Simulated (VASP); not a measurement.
# TlMoS2 (P4/mmm) in VASP: single point with PBE

Aim: the single point of TlMoS2 with PBE.

Everything below comes from runs of VASP 6.6.1. Logs are shortened: lines on timing, memory, paths and dates and some standing lists are left out, and cuts for length are marked.

### 1 The cell of the first run

Symmetry: P4/mmm, No. 123, tetragonal system. The conventional cell has a = 4.695 Å, b = 4.695 Å, c = 4.298 Å, α = 90.00°, β = 90.00°, γ = 90.00°. Tl (site symmetry 4/mmm) has 8 S at 3.18 Å and 8 Mo at 3.95 Å within 4.2 Å. Within 3.1 Å of Mo (site symmetry 4/mmm) lie 4 S at 2.35 Å. S (site symmetry mmm) has 2 Mo at 2.35 Å within 3.1 Å.

### 2 Single point, PBE

The input, INCAR:

```
SYSTEM = TlMoS2
ALGO = Normal
EDIFF = 1E-6
ENCUT = 520
GGA = PE
ISIF = 2
ISMEAR = 0
LASPH = .True.
LCHARG = .False.
LREAL = .False.
LWAVE = .False.
NBANDS = 28
NELM = 100
PREC = Accurate
SIGMA = 0.1
```

The input, KPOINTS:

```
k-points
0
Gamma
  10 10 10
  0 0 0
```

The input, POSCAR:

```
TlMoS2
1.0
    4.6945863290      0.0000000000      0.0000000000
    0.0000000000      4.6945863290      0.0000000000
    0.0000000000      0.0000000000      4.2983420497
Tl Mo S
1 1 2
Direct
    0.5000000000      0.5000000000      0.5000000000
    0.0000000000      0.0000000000      0.0000000000
    0.5000000000      0.0000000000      0.0000000000
    0.0000000000      0.5000000000      0.0000000000
```

Potentials or basis: VASP PAW PBE potentials, release 64 (Tl_d, Mo_sv, S).

Launch:

```bash
cat potpaw_PBE.64/Tl_d/POTCAR potpaw_PBE.64/Mo_sv/POTCAR potpaw_PBE.64/S/POTCAR > POTCAR
mpirun -np 1 vasp_std > vasp.out
```

OUTCAR:

```text
SYSTEM = TlMoS2
   EDIFF = 1E-6
   ENCUT = 520
   GGA = PE
   ISIF = 2
   ISMEAR = 0
   LASPH = .True.
   LREAL = .False.
   NELM = 100
   PREC = Accurate

 ion  position               nearest neighbor table
   1  0.500  0.500  0.500-   3 3.18   4 3.18   3 3.18   4 3.18   3 3.18   3 3.18   4 3.18   4 3.18

   2  0.000  0.000  0.000-   3 2.35   4 2.35   4 2.35   3 2.35
   3  0.500  0.000  0.000-   2 2.35   2 2.35   1 3.18   1 3.18   1 3.18   1 3.18
   4  0.000  0.500  0.000-   2 2.35   2 2.35   1 3.18   1 3.18   1 3.18   1 3.18

  LATTYP: Found a simple tetragonal cell.
 ALAT       =     4.6945863290
 C/A-ratio  =     0.9155954856

  Lattice vectors:

 A1 = (   4.6945863290,   0.0000000000,   0.0000000000)
 A2 = (   0.0000000000,   4.6945863290,   0.0000000000)
 A3 = (   0.0000000000,   0.0000000000,   4.2983420497)

Analysis of symmetry for initial positions (statically):
=====================================================================
 Subroutine PRICEL returns:
 Original cell was already a primitive cell.

 Routine SETGRP: Setting up the symmetry group for a
 simple tetragonal supercell.

 Subroutine GETGRP returns: Found 16 space group operations
 (whereof 16 operations were pure point group operations)
 out of a pool of 16 trial point group operations.

The static configuration has the point symmetry D_4h.

Analysis of symmetry for dynamics (positions and initial velocities):
=====================================================================
 Subroutine PRICEL returns:
 Original cell was already a primitive cell.

 Routine SETGRP: Setting up the symmetry group for a
 simple tetragonal supercell.

 Subroutine GETGRP returns: Found 16 space group operations
 (whereof 16 operations were pure point group operations)
 out of a pool of 16 trial point group operations.

The dynamic configuration has the point symmetry D_4h.

 Subroutine INISYM returns: Found 16 space group operations
 (whereof 16 operations are pure point group operations),
 and found     1 'primitive' translations

----------------------------------------------------------------------------------------

                                     Primitive cell

  volume of cell :      94.7318
[... 88 lines left out ...]
   LNONCOLLINEAR =      F non collinear calculations
   LSORBIT =      F    spin-orbit coupling
   LASPH  =      T    aspherical Exc in radial PAW
   ENCUT  =  520.0 eV  38.22 Ry    6.18 a.u.   8.73  8.73  7.99*2*pi/ulx,y,z
   NELM   =    100;   NELMIN=  2; NELMDL= -5     # of ELM steps
   EDIFF  = 0.1E-05   stopping-criterion for ELM
   LREAL  =      F    real-space projection
   EDIFFG = 0.1E-04   stopping-criterion for IOM
   NSW    =      0    number of steps for IOM
   IBRION =     -1    ionic relax: 0-MD 1-quasi-New 2-CG
   NFREE  =      0    steps in history (QN), initial steepest desc. (CG)
   ISIF   =      2    stress and relaxation
   ISYM   =      2    0-nonsym 1-usesym 2-fastsym
   POTIM  = 0.5000    time-step for ionic-motion
   TEBEG  =    0.0;   TEEND  =   0.0 temperature during run
   PSTRESS=    0.0 pullay stress
   NELECT =      39.0000    total number of electrons
   NUPDOWN=      -1.0000    fix difference up-down
   EMIN   =  10.00;   EMAX   =-10.00  energy-range for DOS
   EFERMI =   0.00;   METHOD = LEGACY
   ISMEAR =     0;   SIGMA  =   0.10  broadening in eV -4-tet -1-fermi 0-gaus
   EFERMI_NEDOS =   21; number of points for ismear=-14 and -15
   IALGO  =     38    algorithm
   IMIX   =      4    mixing-type and parameters
     AMIX     =   0.40;   BMIX     =  1.00
     AMIX_MAG =   1.60;   BMIX_MAG =  1.00
  volume/ion in A,a.u.               =      23.68       159.82
  Fermi-wavevector in a.u.,A,eV,Ry     =   1.217861  2.301424 20.179972  1.483186
  Thomas-Fermi vector in A             =   2.353167
   LORBIT       =      0    0 simple, 1 ext, 2 COOP (PROOUT), +10 PAW based schemes
   GGA     = PE    functional components
   LHFCALC =     F    Hartree Fock is set to
   AEXX    =    0.0000 exact exchange contribution
   IVDW    =     0    specifies the selected vdW correction
   LEPSILON=     F    determine dielectric tensor
   LRPA    =     F    only Hartree local field effects (RPA)
 non-spin polarized calculation
 Gauss-broadening in eV      SIGMA  =   0.10
  energy-cutoff  :      520.00
  volume of cell :       94.73
 maximum number of plane-waves:      2592
 NGX is ok and might be reduce to    36
   NGX = 17   NGY = 17   NGZ = 15

 number of electron      39.0000003 magnetization

 Free energy of the ion-electron system (eV)
  ---------------------------------------------------
  ext. energy  EPLUGINS =         0.00000000
  ---------------------------------------------------
  free energy    TOTEN  =       -21.38829134 eV

  energy without entropy =      -21.37718098  energy(sigma->0) =      -21.38273616

 E-fermi :   5.4387     XC(G=0):  -9.9126

 val. band max:        5.4248159655   @ k =   0.3000   0.1000   0.3000
 cond. band min:       5.4489643375   @ k =   0.2000   0.0000   0.3000
 fundamental gap:      0.0241483719
 Fermi energy:         5.4387212769

 k-point     1 :       0.0000    0.0000    0.0000
  band No.  band energies     occupation
      1     -55.9149      2.00000
      2     -30.1595      2.00000
      3     -30.1595      2.00000
      4     -29.7326      2.00000
      5      -8.4064      2.00000
      6      -7.2840      2.00000
[... 733 lines left out ...]
     27      11.5533      0.00000
     28      12.7410      0.00000

 [... further k-points ...]

------------------------ aborting loop because EDIFF is reached ----------------------------------------

  FORCE on cell =-STRESS in cart. coord.  units (eV):
  Direction    XX          YY          ZZ          XY          YZ          ZX
  --------------------------------------------------------------------------------------
  -------------------------------------------------------------------------------------
  Total       -0.0274558     -0.0274558     -0.0270639      0.0000000      0.0000000      0.0000000
  in kB       -0.4643531     -0.4643531     -0.4577257      0.0000000      0.0000000      0.0000000
  external PRESSURE =      -0.4621440 kB  Pullay stress =       0.0000000 kB

 VOLUME and BASIS-vectors are now :
 -----------------------------------------------------------------------------
  energy-cutoff  :      520.00
  volume of cell :       94.73
      direct lattice vectors                 reciprocal lattice vectors
     4.694586329  0.000000000  0.000000000     0.213011313  0.000000000  0.000000000
     0.000000000  4.694586329  0.000000000     0.000000000  0.213011313  0.000000000
     0.000000000  0.000000000  4.298342050     0.000000000  0.000000000  0.232647842

 POSITION                                       TOTAL-FORCE (eV/Angst)
 -----------------------------------------------------------------------------------
      2.34729      2.34729      2.14917         0.000000      0.000000      0.000000
      0.00000      0.00000      0.00000         0.000000      0.000000      0.000000
      2.34729      0.00000      0.00000         0.000000      0.000000      0.000000
      0.00000      2.34729      0.00000         0.000000      0.000000      0.000000
 -----------------------------------------------------------------------------------
    total drift:                                0.000000      0.000000      0.000000

  FREE ENERGIE OF THE ION-ELECTRON SYSTEM (eV)
  ---------------------------------------------------
  free  energy   TOTEN  =       -21.3882913417 eV

  energy  without entropy=      -21.3771809782  energy(sigma->0) =      -21.38273616
```

OSZICAR:

```text
N       E                     dE             d eps       ncg     rms          rms(c)
DAV:   1     0.268203564853E+03    0.26820E+03   -0.19456E+04  7144   0.128E+03
DAV:   2    -0.109597205963E+02   -0.27916E+03   -0.27217E+03  8360   0.325E+02
DAV:   3    -0.230998748774E+02   -0.12140E+02   -0.11963E+02  8408   0.600E+01
DAV:   4    -0.232648789503E+02   -0.16500E+00   -0.16473E+00  8016   0.717E+00
DAV:   5    -0.232674807005E+02   -0.26018E-02   -0.26016E-02  8400   0.923E-01    0.177E+01
DAV:   6    -0.221102667286E+02    0.11572E+01   -0.15697E+01  7572   0.160E+01    0.852E+00
DAV:   7    -0.215523919609E+02    0.55787E+00   -0.81248E+00  7424   0.106E+01    0.616E+00
DAV:   8    -0.213868826460E+02    0.16551E+00   -0.67925E-01  7656   0.380E+00    0.129E+00
DAV:   9    -0.213890044048E+02   -0.21218E-02   -0.33313E-02  7824   0.931E-01    0.457E-01
DAV:  10    -0.213882680680E+02    0.73634E-03   -0.81955E-03  7668   0.443E-01    0.976E-02
DAV:  11    -0.213882739850E+02   -0.59170E-05   -0.12033E-03  7776   0.163E-01    0.519E-02
DAV:  12    -0.213882907626E+02   -0.16778E-04   -0.17748E-04  7680   0.655E-02    0.216E-02
DAV:  13    -0.213882910790E+02   -0.31641E-06   -0.15397E-05  7944   0.231E-02    0.904E-03
DAV:  14    -0.213882913417E+02   -0.26266E-06   -0.13579E-06  6368   0.567E-03
   1 F= -.21388291E+02 E0= -.21382736E+02  d E =-.111104E-01
```

stdout:

```text
POSCAR found type information on POSCAR TlMoS
 POSCAR found :  3 types and       4 ions
 scaLAPACK will be used
 LDA part: xc-table for (Slater+PW92), standard interpolation
 POSCAR, INCAR and KPOINTS ok, starting setup
 FFT: planning ... GRIDC
 FFT: planning ... GRID_SOFT
 FFT: planning ... GRID
 WAVECAR not read
 entering main loop
```

It took 3 min on 1 thread of AMD EPYC 7R43 (Zen 3), shared host; peak memory 0.4 GiB.

What came out:

| Item | Value |
| --- | --- |
| Free energy | -21.3883 eV |
| Pressure | 0.0 GPa |

Levels at points of the mesh, in eV from the Fermi level:
| k point | band 17 | band 18 | band 19 | band 20 | band 21 | band 22 |
| --- | --- | --- | --- | --- | --- | --- |
| (0.00, 0.00, 0.00) | -1.44 | -1.34 | -1.34 | -0.60 | -0.60 | -0.50 |
| (0.50, 0.00, 0.00) | -2.10 | -1.28 | -0.71 | -0.58 | 1.17 | 1.70 |
| (0.50, 0.50, 0.00) | -1.85 | -0.77 | -0.26 | 1.83 | 1.83 | 2.24 |
| (0.00, 0.00, 0.50) | -1.16 | -1.16 | -1.08 | -1.08 | -0.11 | 0.21 |
| (0.50, 0.00, 0.50) | -2.83 | -1.72 | -0.89 | 0.45 | 1.39 | 1.73 |
| (0.50, 0.50, 0.50) | -4.41 | -0.31 | 0.87 | 1.14 | 1.40 | 1.40 |

Caveat: spin-orbit coupling is left out, which moves the levels of the heavy elements.
